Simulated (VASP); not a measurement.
A run of VASP 6.6.1 is set up as follows.

INCAR

```
PREC = Accurate ; ENCUT = 520
EDIFF = 1E-8 ; ISMEAR = -1
SIGMA = 0.03 ; LREAL = False
LASPH = True ; NELM = 80
ALGO = Normal ; ISIF = 2
LWAVE = False ; LCHARG = False
GGA = PS ; LEFG = True
NBANDS = 9
```

File KPOINTS:

```
Automatic mesh
0
Gamma
  12 12 12
```

File POSCAR:

```
Se
1.0
    2.7869437267      0.0000000000      0.0000000000
    0.0000000000      2.7869437267      0.0000000000
    0.0000000000      0.0000000000      2.7869437267
Se
1
Direct
    0.0000000000      0.0000000000      0.0000000000
```

Potentials or basis: VASP PAW PBE potentials, release 64 (Se).

The run is started by

```bash
$ cat potpaw_PBE.64/Se/POTCAR > POTCAR
$ mpirun -np 1 vasp_std > vasp.out
```

(1) Estimate the band gap on the k mesh.

(2) Estimate the pressure.

## Answers

(1) zero (band 3 reaches 8.10 eV, above the bottom of band 4 at 1.62 eV).

(2) 0.2 GPa.

Caveat: without QUAD_EFG the Cq values of the log hold for a quadrupole moment of 1 mb, not for the nuclei; the PAW data sets were made with another functional, which shifts forces and pressure a little.
